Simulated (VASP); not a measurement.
# SnO2 in VASP: further runs

Runs on SnO2. Level: PBE. Tasks: single point.

Everything below comes from runs of VASP 6.6.1. Logs are shortened: lines on timing, memory, paths and dates and some standing lists are left out, and cuts for length are marked.

**1. The cell of the first run**

The structure is orthorhombic, space group Pnnm (No. 58). Conventional cell: a = 4.828 Å, b = 4.828 Å, c = 3.238 Å, α = 90.00°, β = 90.00°, γ = 90.00°. Within 2.8 Å of Sn (site symmetry 2/m) lie 6 O at 2.09 to 2.10 Å. O (site symmetry m) has 3 Sn at 2.09 to 2.10 Å and 1 O at 2.65 Å within 2.8 Å.

**2. Single point, PBE (atoms displaced along a vibrational mode)**

Contents of INCAR:

```
PREC = Accurate
ENCUT = 520
EDIFF = 1E-6
ISMEAR = 0
SIGMA = 0.05
LREAL = False
LASPH = True
NELM = 60
ALGO = Normal
ISIF = 2
LWAVE = False
LCHARG = False
GGA = PE
NBANDS = 35
```

Contents of KPOINTS:

```
Automatic mesh
0
Gamma
  6 6 8
```

Contents of POSCAR:

```
SnO2
1.0
    4.8277932898      0.0000000000      0.0000000000
    0.0000000000      4.8278069739      0.0000000000
    0.0000000000      0.0000000000      3.2379014683
Sn O
2 4
Direct
    0.5000000000      0.5000000000      0.5000000000
    0.0000000000      0.0000000000      0.0000000000
    0.3188763247      0.2943279924      0.0000000000
    0.8188763247      0.2056720076      0.5000000000
    0.1811236753      0.7943279924      0.5000000000
    0.6811236753      0.7056720076      0.0000000000
```

Potentials or basis: VASP PAW PBE potentials, release 64 (Sn_d, O).

Launch:

```console
$ cat potpaw_PBE.64/Sn_d/POTCAR potpaw_PBE.64/O/POTCAR > POTCAR
$ mpirun -np 1 vasp_std > vasp.out
```

OUTCAR:

```text
PREC = Accurate
   ENCUT = 520
   EDIFF = 1E-6
   ISMEAR = 0
   LREAL = False
   LASPH = True
   NELM = 60
   ISIF = 2
   GGA = PE

 ion  position               nearest neighbor table
   1  0.500  0.500  0.500-   3 2.09   6 2.09   3 2.09   6 2.09   5 2.10   4 2.10
   2  0.000  0.000  0.000-   4 2.09   5 2.09   4 2.09   5 2.09   3 2.10   6 2.10
   3  0.319  0.294  0.000-   1 2.09   1 2.09   2 2.10
   4  0.819  0.206  0.500-   2 2.09   2 2.09   1 2.10
   5  0.181  0.794  0.500-   2 2.09   2 2.09   1 2.10
   6  0.681  0.706  0.000-   1 2.09   1 2.09   2 2.10

  LATTYP: Found a simple tetragonal cell.
 ALAT       =     4.8277932898
 C/A-ratio  =     0.6706793920

  Lattice vectors:

 A1 = (   4.8277932898,   0.0000000000,   0.0000000000)
 A2 = (   0.0000000000,   4.8278069739,   0.0000000000)
 A3 = (   0.0000000000,   0.0000000000,   3.2379014683)

Analysis of symmetry for initial positions (statically):
=====================================================================
 Subroutine PRICEL returns:
 Original cell was already a primitive cell.

 Routine SETGRP: Setting up the symmetry group for a
 simple tetragonal supercell.

 Subroutine GETGRP returns: Found  8 space group operations
 (whereof  4 operations were pure point group operations)
 out of a pool of 16 trial point group operations.

The static configuration has the point symmetry C_2h.
 The point group associated with its full space group is D_2h.

Analysis of symmetry for dynamics (positions and initial velocities):
=====================================================================
 Subroutine PRICEL returns:
 Original cell was already a primitive cell.

 Routine SETGRP: Setting up the symmetry group for a
 simple tetragonal supercell.

 Subroutine GETGRP returns: Found  8 space group operations
 (whereof  4 operations were pure point group operations)
 out of a pool of 16 trial point group operations.

The dynamic configuration has the point symmetry C_2h.
 The point group associated with its full space group is D_2h.

 Subroutine INISYM returns: Found  8 space group operations
 (whereof  4 operations are pure point group operations),
 and found     1 'primitive' translations

----------------------------------------------------------------------------------------

[... 100 lines left out ...]
   EDIFF  = 0.1E-05   stopping-criterion for ELM
   LREAL  =      F    real-space projection
   EDIFFG = 0.1E-04   stopping-criterion for IOM
   NSW    =      0    number of steps for IOM
   IBRION =     -1    ionic relax: 0-MD 1-quasi-New 2-CG
   NFREE  =      0    steps in history (QN), initial steepest desc. (CG)
   ISIF   =      2    stress and relaxation
   ISYM   =      2    0-nonsym 1-usesym 2-fastsym
   POTIM  = 0.5000    time-step for ionic-motion
   TEBEG  =    0.0;   TEEND  =   0.0 temperature during run
   PSTRESS=    0.0 pullay stress
   NELECT =      52.0000    total number of electrons
   NUPDOWN=      -1.0000    fix difference up-down
   EMIN   =  10.00;   EMAX   =-10.00  energy-range for DOS
   EFERMI =   0.00;   METHOD = LEGACY
   ISMEAR =     0;   SIGMA  =   0.05  broadening in eV -4-tet -1-fermi 0-gaus
   EFERMI_NEDOS =   21; number of points for ismear=-14 and -15
   IALGO  =     38    algorithm
   IMIX   =      4    mixing-type and parameters
     AMIX     =   0.40;   BMIX     =  1.00
     AMIX_MAG =   1.60;   BMIX_MAG =  1.00
  volume/ion in A,a.u.               =      12.58        84.88
  Fermi-wavevector in a.u.,A,eV,Ry     =   1.445956  2.732461 28.446926  2.090790
  Thomas-Fermi vector in A             =   2.564080
   LORBIT       =      0    0 simple, 1 ext, 2 COOP (PROOUT), +10 PAW based schemes
   GGA     = PE    functional components
   LHFCALC =     F    Hartree Fock is set to
   AEXX    =    0.0000 exact exchange contribution
   IVDW    =     0    specifies the selected vdW correction
   LEPSILON=     F    determine dielectric tensor
   LRPA    =     F    only Hartree local field effects (RPA)
 non-spin polarized calculation
 Gauss-broadening in eV      SIGMA  =   0.05
  energy-cutoff  :      520.00
  volume of cell :       75.47
 maximum number of plane-waves:      2068
   NGX = 17   NGY = 17   NGZ = 13

 number of electron      52.0000002 magnetization

 Free energy of the ion-electron system (eV)
  ---------------------------------------------------
  ext. energy  EPLUGINS =         0.00000000
  ---------------------------------------------------
  free energy    TOTEN  =       -37.30116004 eV

  energy without entropy =      -37.30116004  energy(sigma->0) =      -37.30116004

 E-fermi :   5.7203     XC(G=0): -10.9787

 val. band max:        5.4715359659   @ k =   0.0000   0.0000   0.0000
 cond. band min:       6.2240211831   @ k =   0.0000   0.0000   0.0000
 fundamental gap:      0.7524852172
 Fermi energy:         5.7203448990

 k-point     1 :       0.0000    0.0000    0.0000
  band No.  band energies     occupation
      1     -15.4994      2.00000
      2     -14.8403      2.00000
      3     -14.6496      2.00000
      4     -14.6227      2.00000
      5     -14.6198      2.00000
      6     -14.5556      2.00000
[... 901 lines left out ...]
     34      17.3324      0.00000
     35      17.6164      0.00000

 [... further k-points ...]

------------------------ aborting loop because EDIFF is reached ----------------------------------------

  FORCE on cell =-STRESS in cart. coord.  units (eV):
  Direction    XX          YY          ZZ          XY          YZ          ZX
  --------------------------------------------------------------------------------------
  -------------------------------------------------------------------------------------
  Total        0.3281514     -0.1099356      0.2506357     -0.0000000      0.0000000      0.0000000
  in kB        6.9666280     -2.3339235      5.3209759     -0.0000000      0.0000000      0.0000000
  external PRESSURE =       3.3178934 kB  Pullay stress =       0.0000000 kB

 VOLUME and BASIS-vectors are now :
 -----------------------------------------------------------------------------
  energy-cutoff  :      520.00
  volume of cell :       75.47
      direct lattice vectors                 reciprocal lattice vectors
     4.827793290  0.000000000  0.000000000     0.207133972  0.000000000  0.000000000
     0.000000000  4.827806974  0.000000000     0.000000000  0.207133385  0.000000000
     0.000000000  0.000000000  3.237901468     0.000000000  0.000000000  0.308842011

 POSITION                                       TOTAL-FORCE (eV/Angst)
 -----------------------------------------------------------------------------------
      2.41390      2.41390      1.61895         0.000000      0.000000      0.000000
      0.00000      0.00000      0.00000         0.000000      0.000000      0.000000
      1.53947      1.42096      0.00000        -0.045497      0.040855     -0.000000
      3.95337      0.99294      1.61895        -0.045497     -0.040855     -0.000000
      0.87443      3.83486      1.61895         0.045497      0.040855      0.000000
      3.28832      3.40685      0.00000         0.045497     -0.040855      0.000000
 -----------------------------------------------------------------------------------
    total drift:                                0.000000      0.000000      0.000000

  FREE ENERGIE OF THE ION-ELECTRON SYSTEM (eV)
  ---------------------------------------------------
  free  energy   TOTEN  =       -37.3011600432 eV

  energy  without entropy=      -37.3011600432  energy(sigma->0) =      -37.30116004
```

It took 62 s on 1 thread of Intel Xeon 6975P-C (Granite Rapids), shared host; peak memory 0.29 GiB.

What came out:

| Quantity | Value |
| --- | --- |
| Free energy | -37.3012 eV |
| Pressure | 0.3 GPa |
| Largest force | 0.061 eV/Å |
| Band gap on the k mesh | 0.75 eV |

Forces in eV/Å, atoms in the order of the input:
```
Sn   0.000  0.000  0.000
Sn   0.000  0.000  0.000
O   -0.045  0.041  0.000
O   -0.045 -0.041  0.000
O    0.045  0.041  0.000
O    0.045 -0.041  0.000
```

Levels at points of the mesh, in eV from the valence-band top:
```tsv
k point	band 24	band 25	band 26	band 27	band 28	band 29
(0.00, 0.00, 0.00)	-0.70	-0.64	0.00	0.75	5.72	6.09
(0.50, 0.00, 0.00)	-1.14	-0.61	-0.61	3.99	3.99	7.05
(0.00, 0.50, 0.00)	-1.14	-0.46	-0.46	3.84	3.84	6.67
(0.50, 0.50, 0.00)	-1.27	-0.78	-0.78	4.32	4.32	7.19
(0.00, 0.00, 0.50)	-1.47	-1.09	-1.09	5.61	5.61	9.39
(0.50, 0.00, 0.50)	-1.02	-0.64	-0.64	5.83	5.83	7.55
(0.00, 0.50, 0.50)	-0.90	-0.75	-0.75	5.91	5.91	7.73
(0.50, 0.50, 0.50)	-0.86	-0.70	-0.70	4.39	4.39	8.67
```

Caveat: the cell differs from its parent crystal (atoms displaced along a vibrational mode); spin-orbit coupling is left out, which moves the levels of the heavy elements.

(Part 1 of 2 ends here.)
